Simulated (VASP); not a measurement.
# Ta (P6/mmm) in VASP: a series of runs

The runs below take Ta through single point, with BLYP.

Everything below comes from runs of VASP 6.6.1. Logs are shortened: lines on timing, memory, paths and dates and some standing lists are left out, and cuts for length are marked.

## Step 1: The cell of the first run

It takes space group P6/mmm (No. 191, hexagonal). The conventional cell has a = 4.922 Å, b = 4.922 Å, c = 2.754 Å, α = 90.00°, β = 90.00°, γ = 120.00°. Within 3.6 Å of Ta (site symmetry 6/mmm) lie 14 Ta at 2.75 to 3.16 Å. Ta (site symmetry -6m2) has 11 Ta at 2.75 to 3.16 Å within 3.6 Å.

This isn't the form of Ta at room conditions, which is bcc.

## Step 2: Single point, BLYP

INCAR reads:

```
PREC     = Accurate       # precision mode
ENCUT    = 520            # plane-wave cutoff, eV
EDIFF    = 1E-6           # SCF threshold, eV
ISMEAR   = -1             # smearing method
SIGMA    = 0.1            # smearing width, eV
LREAL    = F              # projectors in reciprocal space
LASPH    = T              # aspherical terms in the spheres
NELM     = 60             # most SCF steps
ALGO     = Normal         # electronic algorithm
ISIF     = 2              # what is computed and relaxed
LWAVE    = F              # write WAVECAR
LCHARG   = T              # write CHGCAR
GGA      = B5             # functional
ALDAX    = 1.0          
AGGAX    = 1.0          
AGGAC    = 1.0          
ALDAC    = 0.0          
LELF     = T              # ELF
LVHAR    = T            
NBANDS   = 24             # bands
```

KPOINTS reads:

```
regular mesh
0
Gamma
  8 8 11
```

POSCAR reads:

```
Ta
1.0
    4.9215360451      0.0000000000      0.0000000000
   -2.4607680225      4.2621752407      0.0000000000
    0.0000000000      0.0000000000      2.7541138286
Ta
3
Direct
    1.0000000000      1.0000000000      0.0000000000
    0.3333333333      0.6666666667      0.5000000000
    0.6666666667      0.3333333333      0.5000000000
```

Potentials or basis: VASP PAW PBE potentials, release 64 (Ta_pv).

Run with:

```bash
> cat potpaw_PBE.64/Ta_pv/POTCAR > POTCAR
> mpirun -np 1 vasp_std > vasp.out
```

OUTCAR:

```text
PREC = Accurate
   ENCUT = 520
   EDIFF = 1E-6
   ISMEAR = -1
   LREAL = F
   LASPH = T
   NELM = 60
   ISIF = 2
   GGA = B5

 ion  position               nearest neighbor table
   1  0.000  0.000  0.000-   2 3.16   3 3.16   2 3.16   3 3.16   2 3.16   2 3.16   3 3.16   3 3.16
                             3 3.16   3 3.16   2 3.16   2 3.16
   2  0.333  0.667  0.500-   3 2.84   3 2.84   3 2.84   1 3.16   1 3.16   1 3.16   1 3.16   1 3.16
                             1 3.16
   3  0.667  0.333  0.500-   2 2.84   2 2.84   2 2.84   1 3.16   1 3.16   1 3.16   1 3.16   1 3.16
                             1 3.16

  LATTYP: Found a hexagonal cell.
 ALAT       =     4.9215360451
 C/A-ratio  =     0.5596045225

  Lattice vectors:

 A1 = (   4.9215360451,   0.0000000000,   0.0000000000)
 A2 = (  -2.4607680225,   4.2621752407,   0.0000000000)
 A3 = (   0.0000000000,   0.0000000000,   2.7541138286)

Analysis of symmetry for initial positions (statically):
=====================================================================
 Subroutine PRICEL returns:
 Original cell was already a primitive cell.

 Routine SETGRP: Setting up the symmetry group for a
 hexagonal supercell.

 Subroutine GETGRP returns: Found 24 space group operations
 (whereof 24 operations were pure point group operations)
 out of a pool of 24 trial point group operations.

The static configuration has the point symmetry D_6h.

Analysis of symmetry for dynamics (positions and initial velocities):
=====================================================================
 Subroutine PRICEL returns:
 Original cell was already a primitive cell.

 Routine SETGRP: Setting up the symmetry group for a
 hexagonal supercell.

 Subroutine GETGRP returns: Found 24 space group operations
 (whereof 24 operations were pure point group operations)
 out of a pool of 24 trial point group operations.

The dynamic configuration has the point symmetry D_6h.

 Subroutine INISYM returns: Found 24 space group operations
 (whereof 24 operations are pure point group operations),
 and found     1 'primitive' translations

----------------------------------------------------------------------------------------

                                     Primitive cell

  volume of cell :      57.7715

[... 84 lines left out ...]
   ISPIN  =      1    spin polarized calculation?
   LNONCOLLINEAR =      F non collinear calculations
   LSORBIT =      F    spin-orbit coupling
   LASPH  =      T    aspherical Exc in radial PAW
   ENCUT  =  520.0 eV  38.22 Ry    6.18 a.u.   9.15  9.15  5.12*2*pi/ulx,y,z
   NELM   =     60;   NELMIN=  2; NELMDL= -5     # of ELM steps
   EDIFF  = 0.1E-05   stopping-criterion for ELM
   LREAL  =      F    real-space projection
   EDIFFG = 0.1E-04   stopping-criterion for IOM
   NSW    =      0    number of steps for IOM
   IBRION =     -1    ionic relax: 0-MD 1-quasi-New 2-CG
   NFREE  =      0    steps in history (QN), initial steepest desc. (CG)
   ISIF   =      2    stress and relaxation
   ISYM   =      2    0-nonsym 1-usesym 2-fastsym
   POTIM  = 0.5000    time-step for ionic-motion
   TEBEG  =    0.0;   TEEND  =   0.0 temperature during run
   PSTRESS=    0.0 pullay stress
   NELECT =      33.0000    total number of electrons
   NUPDOWN=      -1.0000    fix difference up-down
   EMIN   =  10.00;   EMAX   =-10.00  energy-range for DOS
   EFERMI =   0.00;   METHOD = LEGACY
   ISMEAR =    -1;   SIGMA  =   0.10  broadening in eV -4-tet -1-fermi 0-gaus
   EFERMI_NEDOS =   21; number of points for ismear=-14 and -15
   IALGO  =     38    algorithm
   IMIX   =      4    mixing-type and parameters
     AMIX     =   0.40;   BMIX     =  1.00
     AMIX_MAG =   1.60;   BMIX_MAG =  1.00
  volume/ion in A,a.u.               =      19.26       129.95
  Fermi-wavevector in a.u.,A,eV,Ry     =   1.358339  2.566889 25.103906  1.845085
  Thomas-Fermi vector in A             =   2.485181
   LORBIT       =      0    0 simple, 1 ext, 2 COOP (PROOUT), +10 PAW based schemes
   GGA     = B5    functional components
   LHFCALC =     F    Hartree Fock is set to
   AEXX    =    0.0000 exact exchange contribution
   IVDW    =     0    specifies the selected vdW correction
   LEPSILON=     F    determine dielectric tensor
   LRPA    =     F    only Hartree local field effects (RPA)
 non-spin polarized calculation
  energy-cutoff  :      520.00
  volume of cell :       57.77
 maximum number of plane-waves:      1580
 NGX is ok and might be reduce to    40
   NGX = 19   NGY = 19   NGZ = 11

 number of electron      33.0000004 magnetization

 Free energy of the ion-electron system (eV)
  ---------------------------------------------------
  ext. energy  EPLUGINS =         0.00000000
  ---------------------------------------------------
  free energy    TOTEN  =       -30.33446169 eV

  energy without entropy =      -30.22290470  energy(sigma->0) =      -30.27868319

 E-fermi :   5.7959     XC(G=0): -11.6505

 val. band max:        5.7957190754   @ k =   0.2500  -0.0000   0.1818
 cond. band min:       5.8129060624   @ k =   0.2500   0.2500   0.3636
 fundamental gap:      0.0171869870
 Fermi energy:         5.7958939112

 k-point     1 :       0.0000    0.0000    0.0000
  band No.  band energies     occupation
      1     -28.4569      2.00000
      2     -28.4569      2.00000
      3     -28.3081      2.00000
      4     -28.3081      2.00000
      5     -27.7496      2.00000
      6     -27.7496      2.00000
[... 637 lines left out ...]
     23       9.8167      0.00000
     24       9.8653      0.00000

 [... further k-points ...]

------------------------ aborting loop because EDIFF is reached ----------------------------------------

  FORCE on cell =-STRESS in cart. coord.  units (eV):
  Direction    XX          YY          ZZ          XY          YZ          ZX
  --------------------------------------------------------------------------------------
  -------------------------------------------------------------------------------------
  Total        0.3062996      0.3062996      0.3329460      0.0000000     -0.0000000      0.0000000
  in kB        8.4946042      8.4946042      9.2335893      0.0000000     -0.0000000      0.0000000
  external PRESSURE =       8.7409326 kB  Pullay stress =       0.0000000 kB

 VOLUME and BASIS-vectors are now :
 -----------------------------------------------------------------------------
  energy-cutoff  :      520.00
  volume of cell :       57.77
      direct lattice vectors                 reciprocal lattice vectors
     4.921536045  0.000000000  0.000000000     0.203188596  0.117310991  0.000000000
    -2.460768022  4.262175241  0.000000000     0.000000000  0.234621981  0.000000000
     0.000000000  0.000000000  2.754113829     0.000000000  0.000000000  0.363093199

 POSITION                                       TOTAL-FORCE (eV/Angst)
 -----------------------------------------------------------------------------------
      0.00000      0.00000      0.00000        -0.000000      0.000000      0.000000
     -0.00000      2.84145      1.37706        -0.000000      0.000000      0.000000
      2.46077      1.42073      1.37706         0.000000      0.000000      0.000000
 -----------------------------------------------------------------------------------
    total drift:                                0.000000     -0.000000      0.000000

  FREE ENERGIE OF THE ION-ELECTRON SYSTEM (eV)
  ---------------------------------------------------
  free  energy   TOTEN  =       -30.3344616929 eV

  energy  without entropy=      -30.2229046963  energy(sigma->0) =      -30.27868319
```

OSZICAR:

```text
N       E                     dE             d eps       ncg     rms          rms(c)
DAV:   1     0.291533608177E+03    0.29153E+03   -0.17936E+04  2888   0.138E+03
DAV:   2    -0.225027994079E+02   -0.31404E+03   -0.30382E+03  3336   0.403E+02
DAV:   3    -0.315265282128E+02   -0.90237E+01   -0.87215E+01  3736   0.647E+01
DAV:   4    -0.316540446040E+02   -0.12752E+00   -0.12730E+00  3184   0.787E+00
DAV:   5    -0.316566648762E+02   -0.26203E-02   -0.26191E-02  3864   0.878E-01    0.206E+01
DAV:   6    -0.306183238812E+02    0.10383E+01   -0.12404E+00  3160   0.864E+00    0.982E+00
DAV:   7    -0.303453823568E+02    0.27294E+00   -0.10209E+00  3368   0.789E+00    0.881E-01
DAV:   8    -0.303349367958E+02    0.10446E-01   -0.45331E-02  3664   0.222E+00    0.554E-01
DAV:   9    -0.303345055043E+02    0.43129E-03   -0.99186E-03  3384   0.774E-01    0.862E-02
DAV:  10    -0.303344477751E+02    0.57729E-04   -0.35239E-04  3632   0.146E-01    0.652E-02
DAV:  11    -0.303344638545E+02   -0.16079E-04   -0.62472E-05  3336   0.629E-02    0.138E-02
DAV:  12    -0.303344627648E+02    0.10897E-05   -0.47824E-06  3032   0.163E-02    0.488E-03
DAV:  13    -0.303344616438E+02    0.11210E-05   -0.16640E-06  2248   0.118E-02    0.120E-03
DAV:  14    -0.303344616929E+02   -0.49088E-07   -0.11383E-07  1848   0.257E-03
   1 F= -.30334462E+02 E0= -.30278683E+02  d E =-.111557E+00
```

Wall time 3 min (1 thread of Intel Xeon 8259CL, shared host); peak memory 0.22 GiB.

What came out:

* Free energy: -30.3345 eV
* Pressure: 0.9 GPa
* Band gap on the k mesh: zero (an odd number of electrons rules out a gap without spin polarisation)

Levels at points of the mesh, in eV from the Fermi level:
| k point | band 15 | band 16 | band 17 | band 18 | band 19 | band 20 |
| --- | --- | --- | --- | --- | --- | --- |
| (0.00, 0.00, 0.00) | -1.33 | -1.33 | -0.76 | 0.89 | 0.89 | 3.12 |
| (0.50, 0.00, 0.00) | -1.46 | -0.90 | -0.70 | 0.89 | 2.04 | 3.31 |

Caveat: the PAW data sets were made with another functional, which shifts forces and pressure a little; spin-orbit coupling is left out, which moves the levels of the heavy elements.

## Step 3: Single point, BLYP (16.95 Å³/atom)

This run uses another cell than the first one, of 16.95 Å³/atom.

INCAR reads:

```
SYSTEM = Ta
AGGAC    = 1.0          
AGGAX    = 1.0          
ALDAC    = 0.0          
ALDAX    = 1.0          
ALGO     = Normal         ! electronic algorithm
EDIFF    = 1E-6           ! SCF threshold, eV
ENCUT    = 520            ! plane-wave cutoff, eV
GGA      = B5             ! functional
ISIF     = 2              ! what is computed and relaxed
ISMEAR   = -1             ! smearing method
LASPH    = .True.         ! aspherical terms in the spheres
LCHARG   = .False.        ! write CHGCAR
LREAL    = .False.        ! projectors in reciprocal space
LWAVE    = .False.        ! write WAVECAR
NBANDS   = 24             ! bands
NELM     = 80             ! most SCF steps
PREC     = Accurate       ! precision mode
SIGMA    = 0.1            ! smearing width, eV
```

KPOINTS reads:

```
k-points
0
Gamma
  8 8 13
  0 0 0
```

POSCAR reads:

```
Ta
1.0
    4.7162291067      0.0000000000      0.0000000000
   -2.3581145533      4.0843742165      0.0000000000
    0.0000000000      0.0000000000      2.6392231374
Ta
3
Direct
    1.0000000000      1.0000000000      0.0000000000
    0.3333333333      0.6666666667      0.5000000000
    0.6666666667      0.3333333333      0.5000000000
```

Potentials or basis: VASP PAW PBE potentials, release 64 (Ta_pv).

Run with:

```bash
> cat potpaw_PBE.64/Ta_pv/POTCAR > POTCAR
> mpirun -np 1 vasp_std > vasp.out
```

Run time: 2.2 min. Hardware: 1 thread of Intel Xeon 8259CL, shared host; peak memory 0.21 GiB.

The run converged. Its results:

- Free energy: -29.7540 eV
- Pressure: 29.4 GPa
- Band gap on the k mesh: zero (an odd number of electrons rules out a gap without spin polarisation)

Stress tensor (GPa, compression positive):
```
28.45  0.00  0.00
 0.00 28.45  0.00
 0.00  0.00 31.20
```

Levels at points of the mesh, in eV from the Fermi level:
| k point | band 15 | band 16 | band 17 | band 18 | band 19 | band 20 |
| --- | --- | --- | --- | --- | --- | --- |
| (0.00, 0.00, 0.00) | -1.39 | -1.39 | -0.91 | 0.93 | 0.93 | 3.51 |
| (0.50, 0.00, 0.00) | -1.80 | -1.15 | -0.82 | 1.41 | 2.24 | 3.77 |

Caveat: the cell stands under pressure; the PAW data sets were made with another functional, which shifts forces and pressure a little; spin-orbit coupling is left out, which moves the levels of the heavy elements.

## Step 4: Single point, BLYP (17.72 Å³/atom)

This run uses another cell than the first one, of 17.72 Å³/atom.

INCAR reads:

```
SYSTEM = Ta
PREC = Accurate
ENCUT = 520
EDIFF = 1E-6
ISMEAR = -1
SIGMA = 0.1
LREAL = .FALSE.
LASPH = .TRUE.
NELM = 80
ALGO = Normal
ISIF = 2
LWAVE = .FALSE.
LCHARG = .FALSE.
GGA = B5
ALDAX = 1.0
AGGAX = 1.0
AGGAC = 1.0
ALDAC = 0.0
NBANDS = 24
```

KPOINTS reads:

```
regular mesh
0
G
  8 8 13
  0 0 0
```

POSCAR reads:

```
Ta
1.0
    4.7866309653      0.0000000000      0.0000000000
   -2.3933154826      4.1453440145      0.0000000000
    0.0000000000      0.0000000000      2.6786203358
Ta
3
Direct
    1.0000000000      1.0000000000      0.0000000000
    0.3333333333      0.6666666667      0.5000000000
    0.6666666667      0.3333333333      0.5000000000
```

Run with:

```bash
> cat potpaw_PBE.64/Ta_pv/POTCAR > POTCAR
> mpirun -np 1 vasp_std > vasp.out
```

Run time: 2 min. Hardware: 1 thread of Intel Xeon 8259CL, shared host; peak memory 0.21 GiB.

Results (log left out):

```yaml
Free_energy: -30.0928 eV
Pressure: 17.9 GPa
Band_gap_on_the_k_mesh: zero (an odd number of electrons rules out a gap without spin polarisation)
```

Stress tensor (GPa, compression positive):
```
17.38  0.00  0.00
 0.00 17.38  0.00
 0.00  0.00 18.89
```

Levels at points of the mesh, in eV from the Fermi level:
```
           k point  band 14  band 15  band 16  band 17  band 18  band 19  band 20  band 21
(0.00, 0.00, 0.00)    -1.38    -1.37    -1.37    -0.85     0.92     0.92     3.38     3.38
(0.50, 0.00, 0.00)    -1.87    -1.67    -1.05    -0.77     1.21     2.17     3.62     3.66
```

Caveat: the cell stands under pressure; the PAW data sets were made with another functional, which shifts forces and pressure a little; spin-orbit coupling is left out, which moves the levels of the heavy elements.

## Step 5: Summary

| cell | k mesh | gap on the mesh (eV) | pressure (GPa) |
| --- | --- | --- | --- |
| a = 4.922, b = 4.922, c = 2.754 Å, angles 90.0, 90.0, 120.0°, 3 atoms | 8 × 8 × 11 | none | 0.9 |
| a = 4.716, b = 4.716, c = 2.639 Å, angles 90.0, 90.0, 120.0°, 3 atoms | 8 × 8 × 13 | none | 29.4 |
| a = 4.787, b = 4.787, c = 2.679 Å, angles 90.0, 90.0, 120.0°, 3 atoms | 8 × 8 × 13 | none | 17.9 |

Alike in all rows: task single point; level BLYP; potentials or basis VASP PAW PBE potentials, release 64 (Ta_pv); no spin polarisation; cutoff (eV) 520; smearing fermi-dirac 0.1 eV.

Caveats: the PAW data sets were made with another functional, which shifts forces and pressure a little; spin-orbit coupling is left out, which moves the levels of the heavy elements; the cell stands under pressure (at least some runs).

Absolute energies hang on the potentials; compare differences alone.

The gap in the log of VASP goes by the Fermi energy; the results here count the filled bands.